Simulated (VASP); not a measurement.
Here is a VASP 6.6.1 calculation.

File INCAR:

```
SYSTEM = SiMo3
PREC = Accurate ; ENCUT = 500
EDIFF = 1E-6 ; ISMEAR = -1
SIGMA = 0.15 ; LREAL = .FALSE.
LASPH = .TRUE. ; NELM = 120
ALGO = Normal ; ISIF = 2
LWAVE = .FALSE. ; LCHARG = .TRUE.
GGA = PE ; LELF = .TRUE.
LVHAR = .TRUE. ; NBANDS = 56
GGA_COMPAT = .FALSE.
```

File KPOINTS:

```
regular mesh
0
G
  8 8 8
  0 0 0
```

POSCAR

```
SiMo3
1.0
    4.9079354294      0.0000000000      0.0000000000
    0.0000000000      4.9079354294      0.0000000000
    0.0000000000      0.0000000000      4.9079354294
Si Mo
2 6
Direct
    0.0000000000      0.0000000000      0.0000000000
    0.5000000000      0.5000000000      0.5000000000
    0.2500000000      0.0000000000      0.5000000000
    0.5000000000      0.7500000000      0.0000000000
    0.7500000000      0.0000000000      0.5000000000
    0.5000000000      0.2500000000      0.0000000000
    0.0000000000      0.5000000000      0.7500000000
    0.0000000000      0.5000000000      0.2500000000
```

Potentials or basis: VASP PAW PBE potentials, release 64 (Si, Mo_sv).

Command:

```sh
$ cat potpaw_PBE.64/Si/POTCAR potpaw_PBE.64/Mo_sv/POTCAR > POTCAR
$ mpirun -np 1 vasp_std > vasp.out
```

**Question.** What does it give for the pressure?

**Answer.** 0.5 GPa.

**Question.** What does it give for the band gap on the k mesh?

**Answer.** Zero (bands 46 and 47 overlap by 2.43 eV).
